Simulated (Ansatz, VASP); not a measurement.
**Ru in VASP and in Ansatz**

```
Ru
1.0
     4.38062    0.00000    0.00000
    -2.19031    3.79373    0.00000
     0.00000    0.00000    2.75292
Ru
3
Direct
  0.00000 0.00000 0.00000
  0.33333 0.66667 0.50000
  0.66667 0.33333 0.50000
```

Alike in both runs: task single point; functional PBE; k mesh 10 × 10 × 13; occupations fermi-dirac, width 0.1 eV; no spin polarisation.

|  | VASP | Ansatz |
| --- | --- | --- |
| version | VASP 6.6.1 | Ansatz 0.2.0 |
| potentials or method | VASP PAW PBE potentials, release 64 (Ru_pv), cutoff 520 eV | plane waves (420 eV) with PAW, scalar-relativistic |
| valence electrons in the cell | 42 | 48 |

|  | VASP | Ansatz | Ansatz less VASP |
| --- | --- | --- | --- |
| pressure (GPa) | -18.7 | -18.6 | +0.08 |
| traceless stress, the component that is largest in VASP (GPa) | 1.80 | 1.86 | +0.059 |

The functional is the same, so the differences come from potentials, cutoffs and numerics. VASP's potentials hold 42 valence electrons a cell and Ansatz's 48, so a difference there can come from the potentials and not from the codes.
